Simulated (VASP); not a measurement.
# GeMo (wurtzite type) (P6_3/mmc) in VASP: a series of runs

Runs on GeMo (wurtzite type). Level: PBE. Tasks: single point.

Program: VASP 6.6.1. These are calculated values, not measurements. Logs are shortened: lines on timing, memory, paths and dates and some standing lists are left out, and cuts for length are marked.

### 1 The cell of the first run

Symmetry: P6_3/mmc, No. 194, hexagonal system. The conventional cell has a = 4.163 Å, b = 4.163 Å, c = 4.840 Å, α = 90.00°, β = 90.00°, γ = 120.00°. Within 3.2 Å of Mo (site symmetry -6m2) lie 5 Ge at 2.40 to 2.42 Å. Ge (site symmetry -6m2) has 5 Mo at 2.40 to 2.42 Å within 3.2 Å.

### 2 Single point, PBE

INCAR

```
ALGO = Normal
EDIFF = 1E-6
ENCUT = 520
GGA = PE
ISIF = 2
ISMEAR = -1
LASPH = True
LCHARG = False
LREAL = False
LWAVE = False
NBANDS = 36
NELM = 80
PREC = Accurate
SIGMA = 0.08
```

KPOINTS

```
k-points
0
Gamma
  9 9 5
```

POSCAR

```
GeMo
1.0
    4.1631569298      0.0000000000      0.0000000000
   -2.0815784649      3.6053996611      0.0000000000
    0.0000000000      0.0000000000      4.8400617224
Mo Ge
2 2
Direct
    0.3333333333      0.6666666667     -0.0620000808
    0.6666666667      0.3333333333      0.4379999192
    0.3333333333      0.6666666667      0.4380000808
    0.6666666667      0.3333333333      0.9380000808
```

Potentials or basis: VASP PAW PBE potentials, release 64 (Mo_sv, Ge_d).

On the command line:

```sh
> cat potpaw_PBE.64/Mo_sv/POTCAR potpaw_PBE.64/Ge_d/POTCAR > POTCAR
> mpirun -np 1 vasp_std > vasp.out
```

OUTCAR:

```text
EDIFF = 1E-6
   ENCUT = 520
   GGA = PE
   ISIF = 2
   ISMEAR = -1
   LASPH = True
   LREAL = False
   NELM = 80
   PREC = Accurate

 ion  position               nearest neighbor table
   1  0.333  0.667  0.938-   4 2.40   4 2.40   4 2.40   3 2.42   3 2.42   2 3.41   2 3.41   2 3.41
                             2 3.41   2 3.41   2 3.41
   2  0.667  0.333  0.438-   3 2.40   3 2.40   3 2.40   4 2.42   4 2.42   1 3.41   1 3.41   1 3.41
                             1 3.41   1 3.41   1 3.41
   3  0.333  0.667  0.438-   2 2.40   2 2.40   2 2.40   1 2.42   1 2.42
   4  0.667  0.333  0.938-   1 2.40   1 2.40   1 2.40   2 2.42   2 2.42

  LATTYP: Found a hexagonal cell.
 ALAT       =     4.1631569298
 C/A-ratio  =     1.1625941092

  Lattice vectors:

 A1 = (   4.1631569298,   0.0000000000,   0.0000000000)
 A2 = (  -2.0815784649,   3.6053996611,   0.0000000000)
 A3 = (   0.0000000000,   0.0000000000,   4.8400617224)

Analysis of symmetry for initial positions (statically):
=====================================================================
 Subroutine PRICEL returns:
 Original cell was already a primitive cell.

 Routine SETGRP: Setting up the symmetry group for a
 hexagonal supercell.

 Subroutine GETGRP returns: Found 24 space group operations
 (whereof  6 operations were pure point group operations)
 out of a pool of 24 trial point group operations.

The static configuration has the point symmetry C_3v.
 The point group associated with its full space group is D_6h.

Analysis of symmetry for dynamics (positions and initial velocities):
=====================================================================
 Subroutine PRICEL returns:
 Original cell was already a primitive cell.

 Routine SETGRP: Setting up the symmetry group for a
 hexagonal supercell.

 Subroutine GETGRP returns: Found 24 space group operations
 (whereof  6 operations were pure point group operations)
 out of a pool of 24 trial point group operations.

The dynamic configuration has the point symmetry C_3v.
 The point group associated with its full space group is D_6h.

 Subroutine INISYM returns: Found 24 space group operations
 (whereof  6 operations are pure point group operations),
 and found     1 'primitive' translations

----------------------------------------------------------------------------------------

                                     Primitive cell

  volume of cell :      72.6486

  direct lattice vectors                    reciprocal lattice vectors
     4.163156930  0.000000000  0.000000000     0.240202331  0.138680881  0.000000000
    -2.081578465  3.605399661  0.000000000     0.000000000  0.277361761  0.000000000
     0.000000000  0.000000000  4.840061722     0.000000000  0.000000000  0.206608935

  length of vectors
     4.163156930  4.163156930  4.840061722     0.277361761  0.277361761  0.206608935

  position of ions in fractional coordinates (direct lattice)
     0.333333333  0.666666667  0.937999919
     0.666666667  0.333333333  0.437999919
     0.333333333  0.666666667  0.438000081
     0.666666667  0.333333333  0.938000081

  ion indices of the primitive-cell ions
   primitive index   ion index
                 1           1
                 2           2
                 3           3
                 4           4

----------------------------------------------------------------------------------------

 KPOINTS: k-points

Automatic generation of k-mesh.
 Grid dimensions read from file:
 generate k-points for:    9    9    5

 Generating k-lattice:

  Cartesian coordinates                     Fractional coordinates (reciprocal lattice)
     0.026689148  0.015408987  0.000000000     0.111111111  0.000000000  0.000000000
     0.000000000  0.030817973  0.000000000     0.000000000  0.111111111  0.000000000
     0.000000000  0.000000000  0.041321787     0.000000000  0.000000000  0.200000000

  Length of vectors
     0.030817973  0.030817973  0.041321787

  Shift w.r.t. Gamma in fractional coordinates (k-lattice)
     0.000000000  0.000000000  0.000000000

 Subroutine IBZKPT returns following result:
 ===========================================

 Found     36 irreducible k-points:

 Following reciprocal coordinates:
            Coordinates               Weight
  0.000000  0.000000  0.000000      1.000000
  0.111111  0.000000  0.000000      6.000000
  0.222222  0.000000  0.000000      6.000000
  0.333333  0.000000  0.000000      6.000000
  0.444444  0.000000  0.000000      6.000000
  0.111111  0.111111  0.000000      6.000000
[... 16 lines left out ...]
  0.333333  0.222222  0.200000     24.000000
  0.333333  0.333333  0.200000      4.000000
 [... further k-points ...]
   k-points           NKPTS =     36   k-points in BZ     NKDIM =     36   number of bands    NBANDS=     36
   number of dos      NEDOS =    301   number of ions     NIONS =      4
   total plane-waves  NPLWV =  36864
   dimension x,y,z NGX =    32 NGY =   32 NGZ =   36
   dimension x,y,z NGXF=    64 NGYF=   64 NGZF=   72
   ions per type =               2   2
   NGX,Y,Z   is equivalent  to a cutoff of  12.78, 12.78, 12.37 a.u.
   NGXF,Y,Z  is equivalent  to a cutoff of  25.56, 25.56, 24.73 a.u.
 SYSTEM =  unknown system
   PREC   = accura    normal or accurate (medium, high low for compatibility)
   ISTART =      0    job   : 0-new  1-cont  2-samecut
   ICHARG =      2    charge: 1-file 2-atom 10-const
   ISPIN  =      1    spin polarized calculation?
   LNONCOLLINEAR =      F non collinear calculations
   LSORBIT =      F    spin-orbit coupling
   LASPH  =      T    aspherical Exc in radial PAW
   ENCUT  =  520.0 eV  38.22 Ry    6.18 a.u.   7.74  7.74  9.00*2*pi/ulx,y,z
   NELM   =     80;   NELMIN=  2; NELMDL= -5     # of ELM steps
   EDIFF  = 0.1E-05   stopping-criterion for ELM
   LREAL  =      F    real-space projection
   EDIFFG = 0.1E-04   stopping-criterion for IOM
   NSW    =      0    number of steps for IOM
   IBRION =     -1    ionic relax: 0-MD 1-quasi-New 2-CG
   NFREE  =      0    steps in history (QN), initial steepest desc. (CG)
   ISIF   =      2    stress and relaxation
   ISYM   =      2    0-nonsym 1-usesym 2-fastsym
   POTIM  = 0.5000    time-step for ionic-motion
   TEBEG  =    0.0;   TEEND  =   0.0 temperature during run
   PSTRESS=    0.0 pullay stress
   NELECT =      56.0000    total number of electrons
   NUPDOWN=      -1.0000    fix difference up-down
   EMIN   =  10.00;   EMAX   =-10.00  energy-range for DOS
   EFERMI =   0.00;   METHOD = LEGACY
   ISMEAR =    -1;   SIGMA  =   0.08  broadening in eV -4-tet -1-fermi 0-gaus
   EFERMI_NEDOS =   21; number of points for ismear=-14 and -15
   IALGO  =     38    algorithm
   IMIX   =      4    mixing-type and parameters
     AMIX     =   0.40;   BMIX     =  1.00
     AMIX_MAG =   1.60;   BMIX_MAG =  1.00
  volume/ion in A,a.u.               =      18.16       122.56
  Fermi-wavevector in a.u.,A,eV,Ry     =   1.501050  2.836573 30.655979  2.253151
  Thomas-Fermi vector in A             =   2.612471
   LORBIT       =      0    0 simple, 1 ext, 2 COOP (PROOUT), +10 PAW based schemes
   GGA     = PE    functional components
[... 5 lines left out ...]
 non-spin polarized calculation
  energy-cutoff  :      520.00
  volume of cell :       72.65
 maximum number of plane-waves:      1975
 NGX is ok and might be reduce to    32
   NGX = 15   NGY = 15   NGZ = 17

 number of electron      56.0000021 magnetization

 Free energy of the ion-electron system (eV)
  ---------------------------------------------------
  ext. energy  EPLUGINS =         0.00000000
  ---------------------------------------------------
  free energy    TOTEN  =       -28.22868347 eV

  energy without entropy =      -28.18952912  energy(sigma->0) =      -28.20910630

 E-fermi :   8.3282     XC(G=0): -11.6177

 val. band max:        8.2880775518   @ k =   0.4444   0.0000   0.4000
 cond. band min:       8.4273385676   @ k =   0.4444   0.0000   0.4000
 fundamental gap:      0.1392610158
 Fermi energy:         8.3282031690

 k-point     1 :       0.0000    0.0000    0.0000
  band No.  band energies     occupation
      1     -52.4559      2.00000
      2     -52.4317      2.00000
      3     -26.7821      2.00000
      4     -26.6687      2.00000
      5     -26.6687      2.00000
      6     -26.5987      2.00000
[... 28 lines left out ...]
     35      13.7590      0.00000
     36      14.6258      0.00000

 k-point     2 :       0.1111    0.0000    0.0000
  band No.  band energies     occupation
      1     -52.4551      2.00000
      2     -52.4323      2.00000
      3     -26.7771      2.00000
      4     -26.6702      2.00000
      5     -26.6696      2.00000
      6     -26.6035      2.00000
[... 28 lines left out ...]
     35      13.9951      0.00000
     36      15.0741      0.00000

 k-point     3 :       0.2222    0.0000    0.0000
  band No.  band energies     occupation
      1     -52.4530      2.00000
      2     -52.4338      2.00000
      3     -26.7631      2.00000
      4     -26.6738      2.00000
      5     -26.6719      2.00000
      6     -26.6172      2.00000
[... 28 lines left out ...]
     35      13.6498      0.00000
     36      14.2509      0.00000

 k-point     4 :       0.3333    0.0000    0.0000
  band No.  band energies     occupation
      1     -52.4500      2.00000
      2     -52.4361      2.00000
      3     -26.7428      2.00000
      4     -26.6776      2.00000
      5     -26.6742      2.00000
      6     -26.6370      2.00000
[... 28 lines left out ...]
     35      12.6286      0.00000
     36      13.0107      0.00000

 k-point     5 :       0.4444    0.0000    0.0000
  band No.  band energies     occupation
      1     -52.4473      2.00000
      2     -52.4383      2.00000
      3     -26.7237      2.00000
      4     -26.6800      2.00000
      5     -26.6753      2.00000
      6     -26.6558      2.00000
[... 655 lines left out ...]
 k-point    22 :       0.2222    0.2222    0.2000
  band No.  band energies     occupation
      1     -52.4471      2.00000
      2     -52.4384      2.00000
      3     -26.7506      2.00000
      4     -26.6939      2.00000
      5     -26.6747      2.00000
      6     -26.6427      2.00000
[... 28 lines left out ...]
     35      13.9589      0.00000
     36      14.1371      0.00000

 k-point    23 :       0.3333    0.2222    0.2000
  band No.  band energies     occupation
      1     -52.4448      2.00000
      2     -52.4403      2.00000
      3     -26.7398      2.00000
      4     -26.7102      2.00000
      5     -26.6794      2.00000
      6     -26.6326      2.00000
[... 28 lines left out ...]
     35      13.9581      0.00000
     36      14.1052      0.00000

 k-point    24 :       0.3333    0.3333    0.2000
  band No.  band energies     occupation
      1     -52.4425      2.00000
      2     -52.4425      2.00000
      3     -26.7257      2.00000
      4     -26.7257      2.00000
      5     -26.6822      2.00000
      6     -26.6198      2.00000
[... 28 lines left out ...]
     35      14.0507      0.00000
     36      14.0507      0.00000

 [... further k-points ...]

------------------------ aborting loop because EDIFF is reached ----------------------------------------

  FORCE on cell =-STRESS in cart. coord.  units (eV):
  Direction    XX          YY          ZZ          XY          YZ          ZX
  --------------------------------------------------------------------------------------
  -------------------------------------------------------------------------------------
  Total        8.7458220      8.7458220      8.8287761     -0.0000000      0.0000000      0.0000000
  in kB      192.8786332    192.8786332    194.7080870     -0.0000000      0.0000000      0.0000000
  external PRESSURE =     193.4884512 kB  Pullay stress =       0.0000000 kB

 VOLUME and BASIS-vectors are now :
 -----------------------------------------------------------------------------
  energy-cutoff  :      520.00
  volume of cell :       72.65
      direct lattice vectors                 reciprocal lattice vectors
     4.163156930  0.000000000  0.000000000     0.240202331  0.138680881  0.000000000
    -2.081578465  3.605399661  0.000000000     0.000000000  0.277361761  0.000000000
     0.000000000  0.000000000  4.840061722     0.000000000  0.000000000  0.206608935

 POSITION                                       TOTAL-FORCE (eV/Angst)
 -----------------------------------------------------------------------------------
     -0.00000      2.40360      4.53998         0.000000     -0.000000      0.000000
      2.08158      1.20180      2.11995        -0.000000      0.000000     -0.000000
     -0.00000      2.40360      2.11995         0.000000      0.000000      0.000000
      2.08158      1.20180      4.53998         0.000000      0.000000     -0.000000
 -----------------------------------------------------------------------------------
    total drift:                               -0.000000      0.000000     -0.000567

  FREE ENERGIE OF THE ION-ELECTRON SYSTEM (eV)
  ---------------------------------------------------
  free  energy   TOTEN  =       -28.2286834724 eV

  energy  without entropy=      -28.1895291191  energy(sigma->0) =      -28.20910630
```

It took 44 s on 1 thread of AMD EPYC 9R45 (Zen 5), shared host; peak memory 0.2 GiB.

Results:

| Property | Result |
| --- | --- |
| Free energy | -28.2287 eV |
| Pressure | 19.3 GPa |

Stress tensor (GPa, compression positive):
```
19.29  0.00  0.00
 0.00 19.29  0.00
 0.00  0.00 19.47
```

Caveat: the cell stands under pressure.

### 3 Single point, PBE

INCAR

```
SYSTEM = GeMo
  PREC = Accurate
  ENCUT = 520
  EDIFF = 1E-6
  ISMEAR = -1
  SIGMA = 0.08
  LREAL = .FALSE.
  LASPH = .TRUE.
  NELM = 100
  ALGO = Normal
  ISIF = 2
  LWAVE = .FALSE.
  LCHARG = .FALSE.
  GGA = PE
  NBANDS = 36
```

KPOINTS

```
regular mesh
0
G
  9 9 5
  0 0 0
```

POSCAR is that of step 2.

Potentials or basis: VASP PAW PBE potentials, release 64 (Mo_sv, Ge_d).

On the command line:

```sh
> cat potpaw_PBE.64/Mo_sv/POTCAR potpaw_PBE.64/Ge_d/POTCAR > POTCAR
> mpirun -np 1 vasp_std > vasp.out
```

Wall time 45 s (1 thread of AMD EPYC 9R45 (Zen 5), shared host); peak memory 0.2 GiB.

The run converged. Its results:

- Free energy: -28.2287 eV
- Pressure: 19.3 GPa

Stress tensor (GPa, compression positive):
```
19.29  0.00  0.00
 0.00 19.29  0.00
 0.00  0.00 19.47
```

Levels at points of the mesh, in eV from the Fermi level:
| k point | band 26 | band 27 | band 28 | band 29 | band 30 | band 31 |
| --- | --- | --- | --- | --- | --- | --- |
| (0.00, 0.00, 0.00) | -1.69 | -1.69 | -0.62 | 0.55 | 0.55 | 3.47 |

Caveat: the cell stands under pressure.
